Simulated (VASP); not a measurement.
# Li (Pnma) in VASP: single point with PBE

Aim: the single point of Li with PBE.

All numbers are computed with VASP 6.6.1; they aren't measurements. Logs are shortened: lines on timing, memory, paths and dates and some standing lists are left out, and cuts for length are marked.

## Step 1: The cell of the first run

The structure is orthorhombic, space group Pnma (No. 62). Conventional cell: a = 8.266 Å, b = 3.825 Å, c = 4.802 Å, α = 90.00°, β = 90.00°, γ = 90.00°. Within 3.3 Å of Li (site symmetry m) lie 6 Li at 2.53 to 3.20 Å. Li (site symmetry m) has 6 Li at 2.53 to 2.58 Å within 3.3 Å.

The cell was generated, and may not be a known phase.

## Step 2: Single point, PBE

File INCAR:

```
SYSTEM = Li
PREC     = Accurate       ! precision mode
ENCUT    = 520            ! plane-wave cutoff, eV
EDIFF    = 1E-6           ! SCF threshold, eV
ISMEAR   = 0              ! smearing method
SIGMA    = 0.1            ! smearing width, eV
LREAL    = .FALSE.        ! projectors in reciprocal space
LASPH    = .TRUE.         ! aspherical terms in the spheres
NELM     = 80             ! most SCF steps
ALGO     = Normal         ! electronic algorithm
ISIF     = 2              ! what is computed and relaxed
LWAVE    = .FALSE.        ! write WAVECAR
LCHARG   = .TRUE.         ! write CHGCAR
GGA      = PE             ! functional
LELF     = .TRUE.         ! ELF
LVHAR    = .TRUE.       
NBANDS   = 22             ! bands
```

File KPOINTS:

```
regular mesh
0
G
  2 4 4
  0 0 0
```

File POSCAR:

```
Li
1.0
    8.2656351800      0.0000000000      0.0000000000
    0.0000000000      3.8247575800      0.0000000000
    0.0000000000      0.0000000000      4.8019011200
Li
8
Direct
    0.1542829900      0.2500000000      0.5311769800
    0.3457170100      0.7500000000      0.0311769800
    0.6542829900      0.2500000000      0.9688230200
    0.8457170100      0.7500000000      0.4688230200
    0.0564999900      0.7500000000      0.8499500200
    0.4435000100      0.2500000000      0.3499500200
    0.5564999900      0.7500000000      0.6500499800
    0.9435000100      0.2500000000      0.1500499800
```

Potentials or basis: VASP PAW PBE potentials, release 64 (Li_sv).

The run is started by

```
cat potpaw_PBE.64/Li_sv/POTCAR > POTCAR
mpirun -np 1 vasp_std > vasp.out
```

OUTCAR:

```text
SYSTEM = Li
   PREC = Accurate
   ENCUT = 520
   EDIFF = 1E-6
   ISMEAR = 0
   LREAL = .FALSE.
   LASPH = .TRUE.
   NELM = 80
   ISIF = 2
   GGA = PE

 ion  position               nearest neighbor table
   1  0.154  0.250  0.531-   8 2.53   6 2.54   5 2.58   5 2.58
   2  0.346  0.750  0.031-   7 2.53   5 2.54   6 2.58   6 2.58
   3  0.654  0.250  0.969-   6 2.53   8 2.54   7 2.58   7 2.58
   4  0.846  0.750  0.469-   5 2.53   7 2.54   8 2.58   8 2.58
   5  0.056  0.750  0.850-   4 2.53   2 2.54   8 2.57   8 2.57   1 2.58   1 2.58
   6  0.444  0.250  0.350-   3 2.53   1 2.54   7 2.57   7 2.57   2 2.58   2 2.58
   7  0.556  0.750  0.650-   2 2.53   4 2.54   6 2.57   6 2.57   3 2.58   3 2.58
   8  0.944  0.250  0.150-   1 2.53   3 2.54   5 2.57   5 2.57   4 2.58   4 2.58

  LATTYP: Found a simple orthorhombic cell.
 ALAT       =     3.8247575800
 B/A-ratio  =     1.2554785551
 C/A-ratio  =     2.1610873388

  Lattice vectors:

 A1 = (   0.0000000000,   3.8247575800,   0.0000000000)
 A2 = (   0.0000000000,   0.0000000000,   4.8019011200)
 A3 = (   8.2656351800,   0.0000000000,   0.0000000000)

Analysis of symmetry for initial positions (statically):
=====================================================================
 Subroutine PRICEL returns:
 Original cell was already a primitive cell.

 Routine SETGRP: Setting up the symmetry group for a
 simple orthorhombic supercell.

 Subroutine GETGRP returns: Found  8 space group operations
 (whereof  2 operations were pure point group operations)
 out of a pool of  8 trial point group operations.

The static configuration has the point symmetry S_2 .
 The point group associated with its full space group is D_2h.

Analysis of symmetry for dynamics (positions and initial velocities):
=====================================================================
 Subroutine PRICEL returns:
 Original cell was already a primitive cell.

 Routine SETGRP: Setting up the symmetry group for a
 simple orthorhombic supercell.

 Subroutine GETGRP returns: Found  8 space group operations
 (whereof  2 operations were pure point group operations)
 out of a pool of  8 trial point group operations.

The dynamic configuration has the point symmetry S_2 .
 The point group associated with its full space group is D_2h.

 Subroutine INISYM returns: Found  8 space group operations
 (whereof  2 operations are pure point group operations),
 and found     1 'primitive' translations

----------------------------------------------------------------------------------------

                                     Primitive cell

  volume of cell :     151.8075

  direct lattice vectors                    reciprocal lattice vectors
     8.265635180  0.000000000  0.000000000     0.120982838  0.000000000  0.000000000
     0.000000000  3.824757580  0.000000000     0.000000000  0.261454479  0.000000000
     0.000000000  0.000000000  4.801901120     0.000000000  0.000000000  0.208250852

  length of vectors
     8.265635180  3.824757580  4.801901120     0.120982838  0.261454479  0.208250852

  position of ions in fractional coordinates (direct lattice)
     0.154282990  0.250000000  0.531176980
     0.345717010  0.750000000  0.031176980
     0.654282990  0.250000000  0.968823020
     0.845717010  0.750000000  0.468823020
     0.056499990  0.750000000  0.849950020
     0.443500010  0.250000000  0.349950020
     0.556499990  0.750000000  0.650049980
     0.943500010  0.250000000  0.150049980

  ion indices of the primitive-cell ions
   primitive index   ion index
                 1           1
                 2           2
                 3           3
                 4           4
                 5           5
                 6           6
                 7           7
                 8           8

----------------------------------------------------------------------------------------

 KPOINTS: regular mesh

Automatic generation of k-mesh.
 Grid dimensions read from file:
 generate k-points for:    2    4    4

 Generating k-lattice:

  Cartesian coordinates                     Fractional coordinates (reciprocal lattice)
     0.060491419  0.000000000  0.000000000     0.500000000  0.000000000  0.000000000
     0.000000000  0.065363620  0.000000000     0.000000000  0.250000000  0.000000000
     0.000000000  0.000000000  0.052062713     0.000000000  0.000000000  0.250000000

  Length of vectors
     0.060491419  0.065363620  0.052062713

  Shift w.r.t. Gamma in fractional coordinates (k-lattice)
     0.000000000  0.000000000  0.000000000

 Subroutine IBZKPT returns following result:
 ===========================================

 Found     18 irreducible k-points:

 Following reciprocal coordinates:
            Coordinates               Weight
  0.000000  0.000000  0.000000      1.000000
  0.500000  0.000000  0.000000      1.000000
  0.000000  0.250000  0.000000      2.000000
  0.500000  0.250000  0.000000      2.000000
  0.000000  0.500000  0.000000      1.000000
  0.500000  0.500000  0.000000      1.000000
[... 10 lines left out ...]
  0.000000  0.500000  0.500000      1.000000
  0.500000  0.500000  0.500000      1.000000
   k-points           NKPTS =     18   k-points in BZ     NKDIM =     18   number of bands    NBANDS=     22
   number of dos      NEDOS =    301   number of ions     NIONS =      8
   total plane-waves  NPLWV =  64512
   dimension x,y,z NGX =    64 NGY =   28 NGZ =   36
   dimension x,y,z NGXF=   128 NGYF=   56 NGZF=   72
   ions per type =               8
   NGX,Y,Z   is equivalent  to a cutoff of  12.87, 12.17, 12.46 a.u.
   NGXF,Y,Z  is equivalent  to a cutoff of  25.74, 24.34, 24.93 a.u.
 SYSTEM =  Li
   PREC   = accura    normal or accurate (medium, high low for compatibility)
   ISTART =      0    job   : 0-new  1-cont  2-samecut
   ICHARG =      2    charge: 1-file 2-atom 10-const
   ISPIN  =      1    spin polarized calculation?
   LNONCOLLINEAR =      F non collinear calculations
   LSORBIT =      F    spin-orbit coupling
   LASPH  =      T    aspherical Exc in radial PAW
   ENCUT  =  520.0 eV  38.22 Ry    6.18 a.u.  15.37  7.11  8.93*2*pi/ulx,y,z
   NELM   =     80;   NELMIN=  2; NELMDL= -5     # of ELM steps
   EDIFF  = 0.1E-05   stopping-criterion for ELM
   LREAL  =      F    real-space projection
   EDIFFG = 0.1E-04   stopping-criterion for IOM
   NSW    =      0    number of steps for IOM
   IBRION =     -1    ionic relax: 0-MD 1-quasi-New 2-CG
   NFREE  =      0    steps in history (QN), initial steepest desc. (CG)
   ISIF   =      2    stress and relaxation
   ISYM   =      2    0-nonsym 1-usesym 2-fastsym
   POTIM  = 0.5000    time-step for ionic-motion
   TEBEG  =    0.0;   TEEND  =   0.0 temperature during run
   PSTRESS=    0.0 pullay stress
   NELECT =      24.0000    total number of electrons
   NUPDOWN=      -1.0000    fix difference up-down
   EMIN   =  10.00;   EMAX   =-10.00  energy-range for DOS
   EFERMI =   0.00;   METHOD = LEGACY
   ISMEAR =     0;   SIGMA  =   0.10  broadening in eV -4-tet -1-fermi 0-gaus
   EFERMI_NEDOS =   21; number of points for ismear=-14 and -15
   IALGO  =     38    algorithm
   IMIX   =      4    mixing-type and parameters
     AMIX     =   0.40;   BMIX     =  1.00
     AMIX_MAG =   1.60;   BMIX_MAG =  1.00
  volume/ion in A,a.u.               =      18.98       128.06
  Fermi-wavevector in a.u.,A,eV,Ry     =   0.885212  1.672809 10.661537  0.783601
  Thomas-Fermi vector in A             =   2.006216
   LORBIT       =      0    0 simple, 1 ext, 2 COOP (PROOUT), +10 PAW based schemes
   GGA     = PE    functional components
   LHFCALC =     F    Hartree Fock is set to
   AEXX    =    0.0000 exact exchange contribution
   IVDW    =     0    specifies the selected vdW correction
   LEPSILON=     F    determine dielectric tensor
   LRPA    =     F    only Hartree local field effects (RPA)
 non-spin polarized calculation
 Gauss-broadening in eV      SIGMA  =   0.10
  energy-cutoff  :      520.00
  volume of cell :      151.81
 maximum number of plane-waves:      4132
 NGX is ok and might be reduce to    64
   NGX = 31   NGY = 15   NGZ = 17

 number of electron      24.0000028 magnetization

 Free energy of the ion-electron system (eV)
  ---------------------------------------------------
  ext. energy  EPLUGINS =         0.00000000
  ---------------------------------------------------
  free energy    TOTEN  =       -13.34408424 eV

  energy without entropy =      -13.33157157  energy(sigma->0) =      -13.33782790

 E-fermi :   0.8501     XC(G=0):  -7.1936

 val. band max:        0.7934123684   @ k =   0.5000   0.0000   0.0000
 cond. band min:       0.8525368024   @ k =   0.0000   0.5000   0.0000
 fundamental gap:      0.0591244340
 Fermi energy:         0.8500911069

 k-point     1 :       0.0000    0.0000    0.0000
  band No.  band energies     occupation
      1     -46.1055      2.00000
      2     -46.1001      2.00000
      3     -46.0630      2.00000
      4     -46.0616      2.00000
      5     -45.8721      2.00000
      6     -45.8715      2.00000
[... 14 lines left out ...]
     21       6.1047      0.00000
     22       6.4417      0.00000

 k-point     2 :       0.5000    0.0000    0.0000
  band No.  band energies     occupation
      1     -46.1029      2.00000
      2     -46.1029      2.00000
      3     -46.0622      2.00000
      4     -46.0622      2.00000
      5     -45.8711      2.00000
      6     -45.8711      2.00000
[... 14 lines left out ...]
     21       6.9399      0.00000
     22       6.9399      0.00000
[... 373 lines left out ...]
     21       6.2799      0.00000
     22       6.2799      0.00000

 k-point    18 :       0.5000    0.5000    0.5000
  band No.  band energies     occupation
      1     -46.0807      2.00000
      2     -46.0807      2.00000
      3     -46.0807      2.00000
      4     -46.0807      2.00000
      5     -45.8720      2.00000
      6     -45.8720      2.00000
[... 14 lines left out ...]
     21       5.5774      0.00000
     22       5.5774      0.00000

------------------------ aborting loop because EDIFF is reached ----------------------------------------

  FORCE on cell =-STRESS in cart. coord.  units (eV):
  Direction    XX          YY          ZZ          XY          YZ          ZX
  --------------------------------------------------------------------------------------
  -------------------------------------------------------------------------------------
  Total        2.2681031      0.5234715      2.6166810      0.0000000     -0.0000000      0.0000000
  in kB       23.9375678      5.5247195     27.6164597      0.0000000     -0.0000000      0.0000000
  external PRESSURE =      19.0262490 kB  Pullay stress =       0.0000000 kB

 VOLUME and BASIS-vectors are now :
 -----------------------------------------------------------------------------
  energy-cutoff  :      520.00
  volume of cell :      151.81
      direct lattice vectors                 reciprocal lattice vectors
     8.265635180  0.000000000  0.000000000     0.120982838  0.000000000  0.000000000
     0.000000000  3.824757580  0.000000000     0.000000000  0.261454479  0.000000000
     0.000000000  0.000000000  4.801901120     0.000000000  0.000000000  0.208250852

 POSITION                                       TOTAL-FORCE (eV/Angst)
 -----------------------------------------------------------------------------------
      1.27525      0.95619      2.55066         0.291481      0.000000     -0.055189
      2.85757      2.86857      0.14971        -0.291481      0.000000     -0.055189
      5.40806      0.95619      4.65219         0.291481      0.000000      0.055189
      6.99039      2.86857      2.25124        -0.291481      0.000000      0.055189
      0.46701      2.86857      4.08138        -0.098556     -0.000000      0.208846
      3.66581      0.95619      1.68043         0.098556     -0.000000      0.208846
      4.59983      2.86857      3.12148        -0.098556     -0.000000     -0.208846
      7.79863      0.95619      0.72053         0.098556      0.000000     -0.208846
 -----------------------------------------------------------------------------------
    total drift:                                0.000000      0.000000      0.000000

  FREE ENERGIE OF THE ION-ELECTRON SYSTEM (eV)
  ---------------------------------------------------
  free  energy   TOTEN  =       -13.3440842379 eV

  energy  without entropy=      -13.3315715718  energy(sigma->0) =      -13.33782790
```

Run time: 52 s. Hardware: 1 thread of Intel Xeon Platinum 8375C at 2.90GHz (Ice Lake), shared host; peak memory 0.24 GiB.

What came out:

```
Free energy            : -13.3441 eV
Largest force          : 0.297 eV/Å
Band gap on the k mesh : zero (bands 12 and 13 overlap by 1.41 eV)
```

Forces on the atoms (eV/Å):
```
Li   0.291  0.000 -0.055
Li  -0.291  0.000 -0.055
Li   0.291  0.000  0.055
Li  -0.291  0.000  0.055
Li  -0.099  0.000  0.209
Li   0.099  0.000  0.209
Li  -0.099  0.000 -0.209
Li   0.099  0.000 -0.209
```

Caveat: the k points lie up to 0.41 Å⁻¹ apart, too coarse for converged energies and pressures of a metal; the cutoff is under 1.25 times the usual one of these potentials, so pressure, stress and relaxed cells hold a basis-set (Pulay) error.

The gap in the log of VASP goes by the Fermi energy; the results here count the filled bands.